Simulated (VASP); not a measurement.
Here is a VASP 6.6.1 calculation.

The input INCAR:

```
SYSTEM = TiNb3B
PREC     = Accurate       ! precision mode
ENCUT    = 600            ! plane-wave cutoff, eV
EDIFF    = 1E-6           ! SCF threshold, eV
ISMEAR   = 0              ! smearing method
SIGMA    = 0.1            ! smearing width, eV
LREAL    = .FALSE.        ! projectors in reciprocal space
LASPH    = .TRUE.         ! aspherical terms in the spheres
NELM     = 100            ! most SCF steps
ALGO     = Normal         ! electronic algorithm
ISIF     = 3              ! what is computed and relaxed
LWAVE    = .FALSE.        ! write WAVECAR
LCHARG   = .FALSE.        ! write CHGCAR
GGA      = PE             ! functional
IBRION   = 2              ! ionic algorithm
NSW      = 90             ! ionic steps
EDIFFG   = -0.04          ! ionic threshold
```

KPOINTS

```
regular mesh
0
G
  4 4 4
  0 0 0
```

POSCAR

```
TiNb3B
1.0
    4.1897818700      0.0000000000      0.0000000000
    0.0000000000      4.1897818700      0.0000000000
    0.0000000000      0.0000000000      4.1897818700
Ti Nb B
1 3 1
Direct
    0.0000000000      0.0000000000      0.0000000000
    0.0000000000      0.5000000000      0.5000000000
    0.5000000000      0.0000000000      0.5000000000
    0.5000000000      0.5000000000      0.0000000000
    0.5000000000      0.5000000000      0.5000000000
```

Potentials or basis: VASP PAW PBE potentials, release 64 (Ti_sv, Nb_sv, B).

The run is started by

```bash
$ cat potpaw_PBE.64/Ti_sv/POTCAR potpaw_PBE.64/Nb_sv/POTCAR potpaw_PBE.64/B/POTCAR > POTCAR
$ mpirun -np 1 vasp_std > vasp.out
```

Problem. Predict the relaxed volume.

Solution. 16.99 Å³/atom.

Problem. Estimate the band gap on the k mesh.

Solution. Zero (band 27 reaches 9.48 eV, above the bottom of band 28 at 8.95 eV).

Problem. Predict the space group after relaxing (to 0.05 Å).

Solution. Pm-3m (No. 221).

Step by step:
```tsv
step	energy change (eV)	largest force (eV/Å)	pressure (GPa)	volume (Å³)
1	0.0000	0.0000	30.12	73.55
2	1.0742	0.0000	-24.04	107.08
3	-0.9538	0.0000	-1.32	85.57
4	-0.9567	0.0000	-0.18	84.96
```

Caveat: the k points lie up to 0.36 Å⁻¹ apart in the final cell; the volume moved by over 15 % at a fixed basis, so the end points are rough.
